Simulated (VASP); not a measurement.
Cu: single point with PBEsol

Crystal: Cu.

```xyz
2
Lattice="2.5341 0.0000 0.0000 -1.2670 2.1946 0.0000 0.0000 0.0000 4.1126" Properties=species:S:1:pos:R:3 pbc="T T T"
Cu    0.0000    1.4631    1.0281
Cu    1.2670    0.7315    3.0844
```

This isn't the form of Cu at room conditions, which is fcc.

```yaml
Program: VASP 6.6.1
Task: single point
Functional: PBEsol
Potentials_or_basis: VASP PAW PBE potentials, release 64 (Cu)
Cutoff: 600 eV
k_mesh: 12 × 12 × 7
Occupations: methfessel-paxton, width 0.2 eV
Spin: no spin polarisation
```

```
Pressure               : -0.6 GPa
Band gap on the k mesh : zero (bands 11 and 12 overlap by 5.93 eV)
```

Stress tensor (GPa, compression positive):
```
-0.68  0.00  0.00
 0.00 -0.68  0.00
 0.00  0.00 -0.56
```

Levels at points of the mesh, in eV from the Fermi level:
| k point | band 8 | band 9 | band 10 | band 11 | band 12 | band 13 | band 14 | band 15 |
| --- | --- | --- | --- | --- | --- | --- | --- | --- |
| (0.00, 0.00, 0.00) | -2.50 | -2.50 | -1.70 | -1.70 | -1.02 | 4.05 | 21.57 | 22.10 |
| (0.50, 0.00, 0.00) | -1.61 | -1.54 | -1.50 | 0.03 | 1.64 | 7.96 | 8.39 | 10.94 |

Wall time 56 s on 1 thread of AMD EPYC 7571, on a shared host, peak memory 0.12 GiB.

Caveat: the PAW data sets were made with another functional, which shifts forces and pressure a little.
